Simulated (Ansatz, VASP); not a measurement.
Two plane-wave programs on Br

```
Br
1.0
     4.10584    0.00000    0.00000
     0.00000    4.10584    0.00000
     0.00000    0.00000    5.33759
Br
3
Direct
  0.50000 0.00000 0.00000
  0.00000 0.50000 0.00000
  0.00000 0.00000 0.50000
```

Alike in both runs: task single point; functional PBE; dispersion D3(BJ); k mesh 12 × 12 × 12; occupations gaussian, width 0.15 eV; no spin polarisation.

|  | VASP | Ansatz |
| --- | --- | --- |
| version | VASP 6.6.1 | Ansatz 0.2.0 |
| potentials or method | VASP PAW PBE potentials, release 64 (Br), cutoff 520 eV | scalar-relativistic, plane waves, PAW |
| valence electrons in the cell | 21 | 21 |

```tsv
	VASP	Ansatz	Ansatz less VASP
gap on the k mesh at the Fermi level (eV)	none	none	-
pressure (GPa)	0.3	0.3	-0.01
traceless stress, the component that is largest in VASP (GPa)	0.93	0.93	0.000
```

A gap of «none» marks a metal or a gap that the smearing closes.
